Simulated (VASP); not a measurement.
CoO, 2 atoms in the cell. Symmetry: Fm-3m, No. 225, cubic system. The conventional cell has a = 4.234 Å, b = 4.234 Å, c = 4.234 Å, α = 90.00°, β = 90.00°, γ = 90.00°. Co (site symmetry m-3m) has 6 O at 2.12 Å within 2.8 Å. O (site symmetry m-3m) has 6 Co at 2.12 Å within 2.8 Å.  This cell differs from its parent crystal: volume scaled by 0.98.

```yaml
Program: VASP 6.6.1
Task: single point
Functional: PBE
Potentials_or_basis: VASP PAW PBE potentials, release 64 (Co, O)
Cutoff: 520 eV
k_mesh: 15 × 15 × 15
Occupations: fermi-dirac, width 0.05 eV
Spin: collinear spin, ferromagnetic start
Starting_moments: "[2.0, 0.0] μB"
Dipole_correction: no
Further_INCAR_settings: ALGO = Normal; EDIFF = 1e-07; NBANDS = 18
```

Potentials or basis: VASP PAW PBE potentials, release 64 (Co, O).

The run is started by

```console
$ cat potpaw_PBE.64/Co/POTCAR potpaw_PBE.64/O/POTCAR > POTCAR
$ mpirun -np 1 vasp_std > vasp.out
```

Hardware: 1 thread of Intel Xeon 6975P-C (shared host).

Question: Estimate the wall time of this run.

Answer: It took 79 s on 1 thread of Intel Xeon 6975P-C (shared host), peak memory 0.2 GiB. Counts: scf iterations 17, k points 120.
